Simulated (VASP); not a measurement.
Set up this calculation in VASP 6.6.1, as the native input.

* Task: single point
* Functional: PBEsol
* Potentials or basis: VASP PAW PBE potentials, release 64 (Sn_d, O)
* Cutoff: 520 eV
* k mesh: 12 × 12 × 12
* Occupations: gaussian, width 0.05 eV
* Spin: no spin polarisation
* Dipole correction: no
* Further INCAR settings: ALGO = Normal; EDIFF = 1e-06; NBANDS = 20

The structure of SnO2 lies in POSCAR:

```
SnO2
1.0
    1.6856500000      0.9732104813      4.7632000000
   -1.6856500000      0.9732104813      4.7632000000
    0.0000000000     -1.9464209625      4.7632000000
Sn O
1 2
Direct
    0.5000000000      0.5000000000      0.5000000000
    0.2414378084      0.2414378084      0.2414378084
    0.7585621916      0.7585621916      0.7585621916
```

The input as run:

INCAR

```
ALGO     = Normal         # electronic algorithm
EDIFF    = 1E-6           # SCF threshold, eV
ENCUT    = 520            # plane-wave cutoff, eV
GGA      = PS             # functional
ISIF     = 2              # what is computed and relaxed
ISMEAR   = 0              # smearing method
LASPH    = True           # aspherical terms in the spheres
LCHARG   = False          # write CHGCAR
LREAL    = False          # projectors in reciprocal space
LWAVE    = False          # write WAVECAR
NBANDS   = 20             # bands
NELM     = 100            # most SCF steps
PREC     = Accurate       # precision mode
SIGMA    = 0.05           # smearing width, eV
```

KPOINTS

```
k-points
0
Gamma
  12 12 12
```

Potentials or basis: VASP PAW PBE potentials, release 64 (Sn_d, O).

The run is started by

```console
$ cat potpaw_PBE.64/Sn_d/POTCAR potpaw_PBE.64/O/POTCAR > POTCAR
$ mpirun -np 1 vasp_std > vasp.out
```

Results of the run:

```json
{"Pressure": "-17.9 GPa", "Largest force": "1.470 eV/Å", "Band gap on the k mesh": "0.95 eV, direct"}
```

Caveat: the PAW data sets were made with another functional, which shifts forces and pressure a little; spin-orbit coupling is left out, which moves the levels of the heavy elements.

Run time: 3.2 min on 1 thread of Intel(R) Xeon(R) Platinum 8488C (Sapphire Rapids), with other jobs on the host, peak memory 0.34 GiB.
